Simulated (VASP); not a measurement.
# Ga3As3CO in VASP: notebook, part 2 of 2

VASP 6.6.1.

## 4. Single point, PBE+D3(BJ)

File INCAR:

```
PREC = Accurate
ENCUT = 520
EDIFF = 1E-6
ISMEAR = 0
SIGMA = 0.05
LREAL = False
LASPH = True
NELM = 120
ALGO = Normal
ISIF = 2
LWAVE = False
LCHARG = False
LDIPOL = True
IDIPOL = 3
DIPOL = 0.5 0.5 0.323
GGA = PE
IVDW = 12
NBANDS = 57
GGA_COMPAT = False
NELMDL = -8
```

File KPOINTS:

```
regular mesh
0
Gamma
  7 5 1
```

File POSCAR:

```
Ga3As3CO
1.0
    4.0137031111      0.0000000000      0.0000000000
    0.0000000000      5.6762333751      0.0000000000
    0.0000000000      0.0000000000     23.3352699083
Ga As O C
3 3 1 1
Direct
    0.5000000000      0.5000000000      0.1714143447
    0.0000000000      0.0653835255      0.2680035048
    0.5000000000      0.4894639609      0.3228546357
    0.0000000000      0.2500000000      0.1714143447
    0.5000000000      0.8102208698      0.2504948966
    0.0000000000      0.2887573198      0.3593388866
    0.0000000000      0.2887573198      0.4964703624
    0.0000000000      0.2887573198      0.5457519865
```

Potentials or basis: VASP PAW PBE potentials, release 64 (Ga_d, As_d, O, C).

Command:

```
$ cat potpaw_PBE.64/Ga_d/POTCAR potpaw_PBE.64/As_d/POTCAR potpaw_PBE.64/O/POTCAR potpaw_PBE.64/C/POTCAR > POTCAR
$ mpirun -np 1 vasp_std > vasp.out
```

OUTCAR:

```text
PREC = Accurate
   ENCUT = 520
   EDIFF = 1E-6
   ISMEAR = 0
   LREAL = False
   LASPH = True
   NELM = 120
   ISIF = 2
   GGA = PE
   IVDW = 12
   NELMDL = -8
 IVDW          = 12

 ion  position               nearest neighbor table
   1  0.500  0.500  0.171-   4 2.46   4 2.46   5 2.55
   2  0.000  0.065  0.268-   6 2.48   4 2.49   5 2.51   5 2.51
   3  0.500  0.489  0.323-   6 2.46   6 2.46   5 2.48
   4  0.000  0.250  0.171-   1 2.46   1 2.46   2 2.49
   5  0.500  0.810  0.250-   3 2.48   2 2.51   2 2.51   1 2.55
   6  0.000  0.289  0.359-   3 2.46   3 2.46   2 2.48
   7  0.000  0.289  0.496-   8 1.15
   8  0.000  0.289  0.546-   7 1.15

  LATTYP: Found a simple orthorhombic cell.
 ALAT       =     4.0137031111
 B/A-ratio  =     1.4142135624
 C/A-ratio  =     5.8139003465

  Lattice vectors:

 A1 = (   4.0137031111,   0.0000000000,   0.0000000000)
 A2 = (   0.0000000000,   5.6762333751,   0.0000000000)
 A3 = (   0.0000000000,   0.0000000000,  23.3352699083)

Analysis of symmetry for initial positions (statically):
[... 186 lines left out ...]
      1     -37.6511      2.00000
      2     -37.6397      2.00000
      3     -37.6349      2.00000
      4     -37.6210      2.00000
      5     -37.6196      2.00000
      6     -37.2278      2.00000
[... 709 lines left out ...]
     56       2.5752      0.00000
     57       2.9276      0.00000

------------------------ aborting loop because EDIFF is reached ----------------------------------------

 vacuum level on the upper side and lower side of the slab       (xc-potential included)         0.004        -0.264

 Edisp (eV)   -1.26513

 E8    (eV) :    -0.5743

  FORCE on cell =-STRESS in cart. coord.  units (eV):
  Direction    XX          YY          ZZ          XY          YZ          ZX
  --------------------------------------------------------------------------------------
  -------------------------------------------------------------------------------------
  Total      -2.21576    -2.74726    -0.05185     0.00000    -0.01299     0.00000
  in kB      -6.67751    -8.27927    -0.15627     0.00000    -0.03915     0.00000
  external pressure =       -5.04 kB  Pullay stress =        0.00 kB

 VOLUME and BASIS-vectors are now :
 -----------------------------------------------------------------------------
  energy-cutoff  :      520.00
  volume of cell :      531.64
      direct lattice vectors                 reciprocal lattice vectors
     4.013703111  0.000000000  0.000000000     0.249146480  0.000000000  0.000000000
     0.000000000  5.676233375  0.000000000     0.000000000  0.176173165  0.000000000
     0.000000000  0.000000000 23.335269908     0.000000000  0.000000000  0.042853586

 POSITION                                       TOTAL-FORCE (eV/Angst)
 -----------------------------------------------------------------------------------
      2.00685      2.83812      4.00000         0.000000     -0.333119      1.031772
      0.00000      0.37113      6.25393         0.000000      0.018569      0.002430
      2.00685      2.77831      7.53390         0.000000     -0.011158     -0.020450
      0.00000      1.41906      4.00000         0.000000      0.330704     -1.067435
      2.00685      4.59900      5.84537         0.000000      0.009010     -0.004255
      0.00000      1.63905      8.38527         0.000000     -0.025912     -0.140674
      0.00000      1.63905     11.58527         0.000000      0.018520      0.897174
      0.00000      1.63905     12.73527         0.000000     -0.006614     -0.698562
 -----------------------------------------------------------------------------------
    total drift:                                0.000000      0.003341     -0.001013

  FREE ENERGIE OF THE ION-ELECTRON SYSTEM (eV)
  ---------------------------------------------------
  free  energy   TOTEN  =       -38.7851539194 eV

  energy  without entropy=      -38.7851539192  energy(sigma->0) =      -38.78515392

 vacuum level on the upper side and lower side of the slab         2.440         2.166
```

stdout:

```text
POSCAR found type information on POSCAR GaAsO C
 POSCAR found :  4 types and       8 ions
 scaLAPACK will be used
 LDA part: xc-table for (Slater+PW92), standard interpolation
 POSCAR, INCAR and KPOINTS ok, starting setup
 FFT: planning ... GRIDC
 FFT: planning ... GRID_SOFT
 FFT: planning ... GRID
 WAVECAR not read
 entering main loop
```

Wall time 13 min (1 thread of Intel Xeon Platinum 8259CL at 2.50GHz (Skylake/Cascade Lake), shared host); peak memory 0.73 GiB.

What came out:

* Free energy: -38.7852 eV
* Largest force: 1.117 eV/Å
* Band gap on the k mesh: 0.40 eV (least direct gap 0.75 eV)
* Dispersion energy per atom: -0.158 eV

Forces on the atoms (eV/Å):
```
Ga   0.000 -0.333  1.032
Ga   0.000  0.019  0.002
Ga   0.000 -0.011 -0.020
As   0.000  0.331 -1.067
As   0.000  0.009 -0.004
As   0.000 -0.026 -0.141
O    0.000  0.019  0.897
C    0.000 -0.007 -0.699
```

Levels at points of the mesh, in eV from the valence-band top:
```
           k point  band 43  band 44  band 45  band 46  band 47  band 48  band 49  band 50  band 51  band 52
(0.00, 0.00, 0.00)    -1.97    -1.32    -0.89    -0.84     0.00     0.75     1.62     2.30     2.37     2.79
```

## 5. The runs side by side

| potentials or basis | cell | gap on the mesh (eV) | largest force (eV/Å) |
| --- | --- | --- | --- |
| VASP PAW PBE potentials, release 64 (Ga_d, As, O, C) | as given, atomic positions A | 0.40 | 1.11 |
| VASP PAW PBE potentials, release 64 (Ga_d, As_d, O, C) | as given, atomic positions B | 0.41 | 1.10 |
| VASP PAW PBE potentials, release 64 (Ga_d, As_d, O, C) | as given, atomic positions C | 0.40 | 1.12 |

Alike in all rows: task single point; level PBE+D3(BJ); no spin polarisation; k mesh 7 × 5 × 1; cutoff (eV) 520; smearing gaussian 0.05 eV.

Total energies depend on the potentials used, so only differences within one code and one set of settings carry meaning.
